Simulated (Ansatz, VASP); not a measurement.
MgZnS in VASP and in Ansatz

```
CELL_PARAMETERS angstrom
3.64136 0.00000 0.00000
0.00000 3.64136 0.00000
0.00000 0.00000 8.16028
ATOMIC_POSITIONS crystal
Mg 0.50000 0.00000 0.82817
Mg 0.00000 0.50000 0.17183
Zn 0.00000 0.50000 0.53593
Zn 0.50000 0.00000 0.46407
S 0.00000 0.50000 0.84110
S 0.50000 0.00000 0.15890
```

Alike in both runs: functional PBE; k mesh 8 × 8 × 4; occupations gaussian, width 0.1 eV; no spin polarisation.

Ansatz relaxed the structure, and its values are those at the end. VASP's run is a single point on that final structure, the one shown.

|  | VASP | Ansatz |
| --- | --- | --- |
| version | VASP 6.6.1 | Ansatz 0.2.0 |
| potentials or method | VASP PAW PBE potentials, release 64 (Mg, Zn, S), cutoff 600 eV | scalar-relativistic, plane waves, PAW |
| valence electrons in the cell | 40 | 56 |

Ansatz gave:

| Property | Result |
| --- | --- |
| gap on the k mesh at the Fermi level (eV) | none |
| pressure (GPa) | 0.0 |
| rms of the force components (eV/Å) | 0.000 |

Q: Estimate VASP's values.

A: gap on the k mesh at the Fermi level (eV): none; pressure (GPa): -0.1; rms of the force components (eV/Å): 0.007.

A gap of «none» marks a metal or a gap that the smearing closes. VASP's potentials hold 40 valence electrons a cell and Ansatz's 56, so a difference there can come from the potentials and not from the codes.
